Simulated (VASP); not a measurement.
The system is Te3WCl2.

```
Te W Cl
1.0
     3.18946    1.84144    5.30169
    -3.18946    1.84144    5.30169
     0.00000   -3.68287    5.30169
Te W Cl
3 1 2
Direct
  0.00000 0.50000 0.50000
  0.50000 0.50000 0.00000
  0.50000 0.00000 0.50000
  0.50000 0.50000 0.50000
  0.12304 0.12304 0.12304
  0.87696 0.87696 0.87696
```

| Quantity | Value |
| --- | --- |
| Program | VASP 6.6.1 |
| Task | relaxation of cell and atoms |
| Functional | PBE |
| Potentials or basis | VASP PAW PBE potentials, release 64 (Te, W_sv, Cl) |
| Cutoff | 600 eV |
| k mesh | 3 × 3 × 3 |
| Occupations | gaussian, width 0.1 eV |
| Spin | collinear spin, ferromagnetic start |
| Starting moments | [0.0, 0.0, 0.0, 2.75, 0.15, 0.15] μB |

At the start: pressure -6.9 GPa; volume 31.14 Å³/atom.

**Question.** How do energy, volume and symmetry change on relaxing?

**Answer.** Over 11 steps the energy falls by 161.8 meV/atom and the volume is 25.77 Å³/atom (-17.2 %); space group R-3m (No. 166, to 0.05 Å); moment 3.55 μB per cell.

The path:
```
step  energy change (eV)  largest force (eV/Å)  pressure (GPa)  volume (Å³)
   1              0.0000                0.0364           -6.86       186.83
   2             -0.9068                0.0573            0.37       153.01
   3             -0.9069                0.0564            0.24       153.35
   4             -0.9401                0.0796            0.23       153.39
   5             -0.9634                0.0961            0.37       153.33
   6             -0.9656                0.0956            0.46       153.29
   7             -0.9659                0.0928            0.52       153.25
   8             -0.9671                0.0622           -0.50       156.01
   9             -0.9687                0.0752           -0.07       154.79
  10             -0.9695                0.0602           -0.05       154.75
  11             -0.9709                0.0138            0.00       154.63
```

Final structure:
```yaml
crystal:
  lattice:
    - [3.10486, 1.79259, 4.63033]
    - [-3.10486, 1.79259, 4.63033]
    - [0.00000, -3.58518, 4.63033]
  atoms:
    - { symbol: Te, position: [0.00000, 0.50000, 0.50000] }
    - { symbol: Te, position: [0.50000, 0.50000, 0.00000] }
    - { symbol: Te, position: [0.50000, 0.00000, 0.50000] }
    - { symbol: W, position: [0.50000, 0.50000, 0.50000] }
    - { symbol: Cl, position: [0.12039, 0.12039, 0.12039] }
    - { symbol: Cl, position: [0.87961, 0.87961, 0.87961] }
```

Caveat: the k points lie up to 0.42 Å⁻¹ apart in the final cell; the volume moved by over 15 % at a fixed basis, so the end points are rough.
